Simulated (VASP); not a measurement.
# Ir3O2 (P-3m1) in VASP: a series of runs

Runs on Ir3O2. Level: PBE. Tasks: single point, relaxation of cell and atoms.

All numbers are computed with VASP 6.6.1; they aren't measurements. Logs are shortened: lines on timing, memory, paths and dates and some standing lists are left out, and cuts for length are marked.

## Step 1: The cell of the first run

The structure is trigonal, space group P-3m1 (No. 164). The conventional cell has a = 3.666 Å, b = 3.666 Å, c = 5.635 Å, α = 90.00°, β = 90.00°, γ = 120.00°. Within 3.4 Å of Ir (site symmetry -3m) lie 6 Ir at 2.55 Å and 6 O at 3.05 Å. Within 2.7 Å of Ir (site symmetry 3m) lie 4 O at 2.02 to 2.25 Å and 3 Ir at 2.55 Å. O (site symmetry 3m) has 4 Ir at 2.02 to 2.25 Å and 3 O at 2.46 Å within 2.7 Å.

## Step 2: Single point, PBE

Input file INCAR:

```
SYSTEM = Ir3O2
PREC = Accurate
ENCUT = 520
EDIFF = 1E-7
ISMEAR = 0
SIGMA = 0.1
LREAL = .FALSE.
LASPH = .TRUE.
NELM = 60
ALGO = Normal
ISIF = 2
LWAVE = .FALSE.
LCHARG = .FALSE.
GGA = PE
NBANDS = 28
```

Input file KPOINTS:

```
Automatic mesh
0
G
  6 6 4
  0 0 0
```

Input file POSCAR:

```
Ir3O2
1.0
    3.6656462566      0.0000000000      0.0000000000
   -1.8328231283      3.1745427795      0.0000000000
    0.0000000000      0.0000000000      5.6347354016
Ir O
3 2
Direct
    0.0000000000      0.0000000000      0.0000000000
    0.3333333333      0.6666666667      0.7471377564
    0.6666666667      0.3333333333      0.2528622436
    0.3333333333      0.6666666667      0.3887321288
    0.6666666667      0.3333333333      0.6112678712
```

Potentials or basis: VASP PAW PBE potentials, release 64 (Ir, O).

The run is started by

```sh
cat potpaw_PBE.64/Ir/POTCAR potpaw_PBE.64/O/POTCAR > POTCAR
mpirun -np 1 vasp_std > vasp.out
```

OUTCAR:

```text
SYSTEM = Ir3O2
   PREC = Accurate
   ENCUT = 520
   EDIFF = 1E-7
   ISMEAR = 0
   LREAL = .FALSE.
   LASPH = .TRUE.
   NELM = 60
   ISIF = 2
   GGA = PE

 ion  position               nearest neighbor table
   1  0.000  0.000  0.000-   2 2.55   3 2.55   2 2.55   3 2.55   3 2.55   2 2.55
   2  0.333  0.667  0.747-   4 2.02   5 2.25   5 2.25   5 2.25   1 2.55   1 2.55   1 2.55
   3  0.667  0.333  0.253-   5 2.02   4 2.25   4 2.25   4 2.25   1 2.55   1 2.55   1 2.55
   4  0.333  0.667  0.389-   2 2.02   3 2.25   3 2.25   3 2.25
   5  0.667  0.333  0.611-   3 2.02   2 2.25   2 2.25   2 2.25

  LATTYP: Found a hexagonal cell.
 ALAT       =     3.6656462566
 C/A-ratio  =     1.5371738043

  Lattice vectors:

 A1 = (   3.6656462566,   0.0000000000,   0.0000000000)
 A2 = (  -1.8328231283,   3.1745427795,   0.0000000000)
 A3 = (   0.0000000000,   0.0000000000,   5.6347354016)

Analysis of symmetry for initial positions (statically):
=====================================================================
 Subroutine PRICEL returns:
 Original cell was already a primitive cell.

 Routine SETGRP: Setting up the symmetry group for a
 hexagonal supercell.

 Subroutine GETGRP returns: Found 12 space group operations
 (whereof 12 operations were pure point group operations)
 out of a pool of 24 trial point group operations.

The static configuration has the point symmetry D_3d.

Analysis of symmetry for dynamics (positions and initial velocities):
=====================================================================
 Subroutine PRICEL returns:
 Original cell was already a primitive cell.

 Routine SETGRP: Setting up the symmetry group for a
 hexagonal supercell.

 Subroutine GETGRP returns: Found 12 space group operations
 (whereof 12 operations were pure point group operations)
 out of a pool of 24 trial point group operations.

The dynamic configuration has the point symmetry D_3d.

 Subroutine INISYM returns: Found 12 space group operations
 (whereof 12 operations are pure point group operations),
 and found     1 'primitive' translations

----------------------------------------------------------------------------------------

                                     Primitive cell

  volume of cell :      65.5700

  direct lattice vectors                    reciprocal lattice vectors
     3.665646257  0.000000000  0.000000000     0.272803192  0.157502996  0.000000000
    -1.832823128  3.174542779  0.000000000     0.000000000  0.315005993  0.000000000
     0.000000000  0.000000000  5.634735402     0.000000000  0.000000000  0.177470623

  length of vectors
     3.665646257  3.665646257  5.634735402     0.315005993  0.315005993  0.177470623

  position of ions in fractional coordinates (direct lattice)
     0.000000000  0.000000000  0.000000000
     0.333333333  0.666666667  0.747137756
     0.666666667  0.333333333  0.252862244
     0.333333333  0.666666667  0.388732129
     0.666666667  0.333333333  0.611267871

  ion indices of the primitive-cell ions
   primitive index   ion index
                 1           1
                 2           2
                 3           3
                 4           4
                 5           5

----------------------------------------------------------------------------------------

 KPOINTS: Automatic mesh

Automatic generation of k-mesh.
 Grid dimensions read from file:
 generate k-points for:    6    6    4

 Generating k-lattice:

  Cartesian coordinates                     Fractional coordinates (reciprocal lattice)
     0.045467199  0.026250499  0.000000000     0.166666667 -0.000000000  0.000000000
     0.000000000  0.052500999  0.000000000     0.000000000  0.166666667  0.000000000
     0.000000000  0.000000000  0.044367656     0.000000000  0.000000000  0.250000000

  Length of vectors
     0.052500999  0.052500999  0.044367656

  Shift w.r.t. Gamma in fractional coordinates (k-lattice)
     0.000000000  0.000000000  0.000000000

 Subroutine IBZKPT returns following result:
 ===========================================

 Found     24 irreducible k-points:

 Following reciprocal coordinates:
            Coordinates               Weight
  0.000000  0.000000  0.000000      1.000000
  0.166667 -0.000000  0.000000      6.000000
  0.333333 -0.000000  0.000000      6.000000
  0.500000 -0.000000  0.000000      3.000000
  0.166667  0.166667  0.000000      6.000000
  0.333333  0.166667  0.000000     12.000000
[... 16 lines left out ...]
  0.333333  0.166667  0.500000     12.000000
  0.333333  0.333333  0.500000      2.000000
   k-points           NKPTS =     24   k-points in BZ     NKDIM =     24   number of bands    NBANDS=     28
   number of dos      NEDOS =    301   number of ions     NIONS =      5
   total plane-waves  NPLWV =  32928
   dimension x,y,z NGX =    28 NGY =   28 NGZ =   42
   dimension x,y,z NGXF=    56 NGYF=   56 NGZF=   84
   ions per type =               3   2
   NGX,Y,Z   is equivalent  to a cutoff of  12.70, 12.70, 12.39 a.u.
   NGXF,Y,Z  is equivalent  to a cutoff of  25.40, 25.40, 24.78 a.u.
 SYSTEM =  Ir3O2
   PREC   = accura    normal or accurate (medium, high low for compatibility)
   ISTART =      0    job   : 0-new  1-cont  2-samecut
   ICHARG =      2    charge: 1-file 2-atom 10-const
   ISPIN  =      1    spin polarized calculation?
   LNONCOLLINEAR =      F non collinear calculations
   LSORBIT =      F    spin-orbit coupling
   LASPH  =      T    aspherical Exc in radial PAW
   ENCUT  =  520.0 eV  38.22 Ry    6.18 a.u.   6.82  6.82 10.48*2*pi/ulx,y,z
   NELM   =     60;   NELMIN=  2; NELMDL= -5     # of ELM steps
   EDIFF  = 0.1E-06   stopping-criterion for ELM
   LREAL  =      F    real-space projection
   EDIFFG = 0.1E-05   stopping-criterion for IOM
   NSW    =      0    number of steps for IOM
   IBRION =     -1    ionic relax: 0-MD 1-quasi-New 2-CG
   NFREE  =      0    steps in history (QN), initial steepest desc. (CG)
   ISIF   =      2    stress and relaxation
   ISYM   =      2    0-nonsym 1-usesym 2-fastsym
   POTIM  = 0.5000    time-step for ionic-motion
   TEBEG  =    0.0;   TEEND  =   0.0 temperature during run
   PSTRESS=    0.0 pullay stress
   NELECT =      39.0000    total number of electrons
   NUPDOWN=      -1.0000    fix difference up-down
   EMIN   =  10.00;   EMAX   =-10.00  energy-range for DOS
   EFERMI =   0.00;   METHOD = LEGACY
   ISMEAR =     0;   SIGMA  =   0.10  broadening in eV -4-tet -1-fermi 0-gaus
   EFERMI_NEDOS =   21; number of points for ismear=-14 and -15
   IALGO  =     38    algorithm
   IMIX   =      4    mixing-type and parameters
     AMIX     =   0.40;   BMIX     =  1.00
     AMIX_MAG =   1.60;   BMIX_MAG =  1.00
  volume/ion in A,a.u.               =      13.11        88.50
  Fermi-wavevector in a.u.,A,eV,Ry     =   1.376770  2.601717 25.789770  1.895495
  Thomas-Fermi vector in A             =   2.501984
   LORBIT       =      0    0 simple, 1 ext, 2 COOP (PROOUT), +10 PAW based schemes
   GGA     = PE    functional components
   LHFCALC =     F    Hartree Fock is set to
   AEXX    =    0.0000 exact exchange contribution
   IVDW    =     0    specifies the selected vdW correction
   LEPSILON=     F    determine dielectric tensor
   LRPA    =     F    only Hartree local field effects (RPA)
 non-spin polarized calculation
 Gauss-broadening in eV      SIGMA  =   0.10
  energy-cutoff  :      520.00
  volume of cell :       65.57
 maximum number of plane-waves:      1791
 NGX is ok and might be reduce to    28
   NGX = 13   NGY = 13   NGZ = 21

 number of electron      39.0000008 magnetization

 Free energy of the ion-electron system (eV)
  ---------------------------------------------------
  ext. energy  EPLUGINS =         0.00000000
  ---------------------------------------------------
  free energy    TOTEN  =       -34.74257066 eV

  energy without entropy =      -34.72055867  energy(sigma->0) =      -34.73156467

 E-fermi :   6.7864     XC(G=0): -12.5082

 val. band max:        6.7494223166   @ k =   0.3333  -0.0000   0.5000
 cond. band min:       6.8177975518   @ k =   0.3333   0.1667   0.0000
 fundamental gap:      0.0683752352
 Fermi energy:         6.7863631664

 k-point     1 :       0.0000    0.0000    0.0000
  band No.  band energies     occupation
      1     -13.2002      2.00000
      2     -11.5563      2.00000
      3      -0.7595      2.00000
      4      -0.2021      2.00000
      5      -0.2021      2.00000
      6       0.6243      2.00000
[... 20 lines left out ...]
     27      18.0417      0.00000
     28      18.0418      0.00000

 k-point     2 :       0.1667   -0.0000    0.0000
  band No.  band energies     occupation
      1     -13.0739      2.00000
      2     -11.6231      2.00000
      3      -0.4782      2.00000
      4      -0.1142      2.00000
      5      -0.0598      2.00000
      6       0.6030      2.00000
[... 20 lines left out ...]
     27      15.8462      0.00000
     28      17.5365      0.00000

 k-point     3 :       0.3333   -0.0000    0.0000
  band No.  band energies     occupation
      1     -12.7648      2.00000
      2     -11.8173      2.00000
      3      -0.4898      2.00000
      4       0.0842      2.00000
      5       0.2209      2.00000
      6       0.7240      2.00000
[... 20 lines left out ...]
     27      15.4817      0.00000
     28      16.3895      0.00000

 k-point     4 :       0.5000   -0.0000    0.0000
  band No.  band energies     occupation
      1     -12.5308      2.00000
      2     -11.9963      2.00000
      3      -0.8065      2.00000
      4       0.2054      2.00000
      5       0.5253      2.00000
      6       1.2186      2.00000
[... 20 lines left out ...]
     27      15.5110      0.00000
     28      15.9902      0.00000

 k-point     5 :       0.1667    0.1667    0.0000
  band No.  band energies     occupation
      1     -12.8539      2.00000
      2     -11.7565      2.00000
      3      -0.1778      2.00000
      4      -0.0478      2.00000
      5       0.0549      2.00000
      6       0.4932      2.00000
[... 20 lines left out ...]
     27      15.1331      0.00000
     28      15.4509      0.00000

 k-point     6 :       0.3333    0.1667    0.0000
  band No.  band energies     occupation
      1     -12.5360      2.00000
      2     -11.9918      2.00000
      3      -0.5082      2.00000
      4      -0.0272      2.00000
      5       0.4579      2.00000
      6       1.0819      2.00000
[... 463 lines left out ...]
      5       0.0743      2.00000
      6       0.8216      2.00000
[... 20 lines left out ...]
     27      14.8705      0.00000
     28      15.0321      0.00000

 k-point    22 :       0.1667    0.1667    0.5000
  band No.  band energies     occupation
      1     -12.8305      2.00000
      2     -11.7460      2.00000
      3      -1.1640      2.00000
      4      -0.4896      2.00000
      5       0.0667      2.00000
      6       0.8089      2.00000
[... 20 lines left out ...]
     27      13.8454      0.00000
     28      17.2611      0.00000

 k-point    23 :       0.3333    0.1667    0.5000
  band No.  band energies     occupation
      1     -12.5218      2.00000
      2     -11.9766      2.00000
      3      -0.7044      2.00000
      4      -0.4595      2.00000
      5       0.0113      2.00000
      6       1.1069      2.00000
[... 20 lines left out ...]
     27      13.0838      0.00000
     28      16.1740      0.00000

 k-point    24 :       0.3333    0.3333    0.5000
  band No.  band energies     occupation
      1     -12.2364      2.00000
      2     -12.2364      2.00000
      3      -0.3017      2.00000
      4      -0.2921      2.00000
      5      -0.2921      2.00000
      6       1.4358      2.00000
[... 20 lines left out ...]
     27      13.8962      0.00000
     28      16.4812      0.00000

------------------------ aborting loop because EDIFF is reached ----------------------------------------

  FORCE on cell =-STRESS in cart. coord.  units (eV):
  Direction    XX          YY          ZZ          XY          YZ          ZX
  --------------------------------------------------------------------------------------
  -------------------------------------------------------------------------------------
  Total        0.0766789      0.0766789      0.5622424      0.0000000     -0.0000000      0.0000000
  in kB        1.8736185      1.8736185     13.7381721      0.0000000     -0.0000000      0.0000000
  external PRESSURE =       5.8284697 kB  Pullay stress =       0.0000000 kB

 VOLUME and BASIS-vectors are now :
 -----------------------------------------------------------------------------
  energy-cutoff  :      520.00
  volume of cell :       65.57
      direct lattice vectors                 reciprocal lattice vectors
     3.665646257  0.000000000  0.000000000     0.272803192  0.157502996  0.000000000
    -1.832823128  3.174542779  0.000000000     0.000000000  0.315005993  0.000000000
     0.000000000  0.000000000  5.634735402     0.000000000  0.000000000  0.177470623

 POSITION                                       TOTAL-FORCE (eV/Angst)
 -----------------------------------------------------------------------------------
      0.00000      0.00000      0.00000         0.000000      0.000000      0.000000
     -0.00000      2.11636      4.20992         0.000000     -0.000000      0.115919
      1.83282      1.05818      1.42481         0.000000      0.000000     -0.115919
     -0.00000      2.11636      2.19040        -0.000000      0.000000     -0.143316
      1.83282      1.05818      3.44433         0.000000      0.000000      0.143316
 -----------------------------------------------------------------------------------
    total drift:                               -0.000000     -0.000000      0.000000

  FREE ENERGIE OF THE ION-ELECTRON SYSTEM (eV)
  ---------------------------------------------------
  free  energy   TOTEN  =       -34.7425706636 eV

  energy  without entropy=      -34.7205586694  energy(sigma->0) =      -34.73156467
```

Wall time 25 s (1 thread of Intel Xeon 6975P-C (Granite Rapids), shared host); peak memory 0.19 GiB.

Results:

```
Free energy   : -34.7426 eV
Pressure      : 0.6 GPa
Largest force : 0.143 eV/Å
```

Forces on the atoms (eV/Å):
```
Ir   0.000  0.000  0.000
Ir   0.000  0.000  0.116
Ir   0.000  0.000 -0.116
O    0.000  0.000 -0.143
O    0.000  0.000  0.143
```

Caveat: spin-orbit coupling is left out, which moves the levels of the heavy elements; an odd number of electrons without spin polarisation forces a metal; a magnetic or distorted state may lie lower.

## Step 3: Relaxation of cell and atoms, PBE

This run uses another cell than the first one, of 10.82 Å³/atom, 0.825 times its volume.

Input file INCAR:

```
PREC     = Accurate       # precision mode
ENCUT    = 600            # plane-wave cutoff, eV
EDIFF    = 1E-6           # SCF threshold, eV
ISMEAR   = 0              # smearing method
SIGMA    = 0.1            # smearing width, eV
LREAL    = False          # projectors in reciprocal space
LASPH    = True           # aspherical terms in the spheres
NELM     = 80             # most SCF steps
ALGO     = Normal         # electronic algorithm
ISIF     = 3              # what is computed and relaxed
LWAVE    = False          # write WAVECAR
LCHARG   = False          # write CHGCAR
GGA      = PE             # functional
IBRION   = 2              # ionic algorithm
NSW      = 90             # ionic steps
EDIFFG   = -0.04          # ionic threshold
```

Input file KPOINTS:

```
Automatic mesh
0
Gamma
  6 6 4
```

Input file POSCAR:

```
Ir3O2
1.0
    3.4244365392      0.0000000000      0.0000000000
   -1.7122182696      2.9656490366      0.0000000000
    0.0000000000      0.0000000000      5.3278670014
Ir O
3 2
Direct
    0.0000000000      0.0000000000      0.0000000000
    0.3333333333      0.6666666667      0.6450000000
    0.6666666667      0.3333333333      0.3550000000
    0.3333333333      0.6666666667      0.2450000000
    0.6666666667      0.3333333333      0.7550000000
```

Potentials or basis: VASP PAW PBE potentials, release 64 (Ir, O).

The run is started by

```sh
cat potpaw_PBE.64/Ir/POTCAR potpaw_PBE.64/O/POTCAR > POTCAR
mpirun -np 1 vasp_std > vasp.out
```

It took 12 min on 1 thread of Intel Xeon 6975P-C (Granite Rapids), shared host; peak memory 0.24 GiB.

Results (log left out):

```yaml
Free_energy: -33.5222 eV
Relaxed_volume: 13.21 Å³/atom
Relaxed_cell: a = 3.388 Å, b = 3.388 Å, c = 6.645 Å, α = 90.00°, β = 90.00°, γ = 120.00°
Space_group_after_relaxing_to_0.05_Å: P-3m1 (No. 164)
Energy_gained_by_relaxing: 1066.7 meV/atom
Ionic_steps: 59
Pressure_after_relaxing: 0.0 GPa
Largest_force_after_relaxing: 0.031 eV/Å
```

Forces in eV/Å, atoms in the order of the input:
```
Ir   0.000  0.000  0.000
Ir   0.000  0.000  0.031
Ir   0.000  0.000 -0.031
O    0.000  0.000  0.016
O    0.000  0.000 -0.016
```

The path:
| step | energy change (eV) | largest force (eV/Å) | pressure (GPa) | volume (Å³) |
| --- | --- | --- | --- | --- |
| 1 | 0.0000 | 2.7978 | 66.71 | 54.11 |
| 3 | -2.1509 | 0.6512 | -8.03 | 67.47 |
| 5 | -2.1947 | 0.8524 | -1.67 | 65.39 |
| 7 | -2.4939 | 0.1881 | 5.92 | 62.32 |
| 9 | -2.5184 | 0.2888 | 1.10 | 63.53 |
| 11 | -2.5294 | 0.2887 | -1.70 | 64.19 |
| 13 | -2.5499 | 0.6204 | -0.61 | 63.75 |
| 15 | -2.7534 | 2.3115 | 7.09 | 61.71 |
| 17 | -2.8035 | 2.8112 | 10.48 | 61.18 |
| 19 | -2.8156 | 3.1257 | 13.59 | 60.76 |
| 21 | -2.8172 | 3.1502 | 13.83 | 60.74 |
| 23 | -2.8221 | 3.2585 | 14.93 | 60.62 |
| 25 | -2.8228 | 3.3253 | 15.69 | 60.54 |
| 27 | -2.8370 | 3.3387 | 15.55 | 60.58 |
| 29 | -2.9001 | 3.3914 | 15.10 | 60.74 |
| 31 | -3.1409 | 3.4994 | 13.54 | 61.37 |
| 33 | -3.5639 | 4.2008 | 15.29 | 63.70 |
| 35 | -4.4935 | 2.0294 | -9.04 | 70.21 |
| 37 | -4.7608 | 1.6821 | -9.88 | 70.25 |
| 39 | -4.5156 | 2.3294 | 34.32 | 60.29 |
| 41 | -5.2699 | 0.9405 | 4.71 | 65.40 |
| 43 | -5.3233 | 0.1109 | -0.99 | 66.43 |
| 45 | -5.3261 | 0.0021 | 0.18 | 66.03 |
| 47 | -5.3266 | 0.0371 | 0.05 | 66.05 |
| 49 | -5.3277 | 0.1368 | -0.47 | 66.14 |
| 51 | -5.3299 | 0.1015 | 0.04 | 66.01 |
| 53 | -5.3318 | 0.1117 | 0.54 | 65.89 |
| 55 | -5.3325 | 0.0953 | 0.06 | 66.02 |
| 57 | -5.3334 | 0.0554 | 0.04 | 66.04 |
| 59 | -5.3336 | 0.0308 | 0.04 | 66.06 |

Final structure:
```
Ir O
1.0
     3.38797    0.00000    0.00000
    -1.69398    2.93407    0.00000
     0.00000    0.00000    6.64534
Ir O
3 2
Cartesian
  0.0000 0.0000 0.0000
  0.0000 1.9560 4.0536
  1.6940 0.9780 2.5917
  0.0000 1.9560 0.7657
  1.6940 0.9780 5.8797
```

Levels at points of the mesh, in eV from the Fermi level:
| k point | band 18 | band 19 | band 20 | band 21 | band 22 | band 23 |
| --- | --- | --- | --- | --- | --- | --- |
| (0.00, 0.00, 0.00) | -0.11 | -0.11 | -0.10 | 0.77 | 0.77 | 2.15 |
| (0.50, 0.00, 0.00) | -1.04 | -1.03 | 0.31 | 0.59 | 1.07 | 1.66 |
| (0.00, 0.00, 0.50) | -0.03 | 0.15 | 0.15 | 1.05 | 1.05 | 1.44 |
| (0.50, 0.00, 0.50) | -1.14 | -1.00 | -0.07 | 0.92 | 1.12 | 1.32 |

Caveat: the volume moved by over 15 % at a fixed basis, so the end points are rough; spin-orbit coupling is left out, which moves the levels of the heavy elements; an odd number of electrons without spin polarisation forces a metal; a magnetic or distorted state may lie lower.
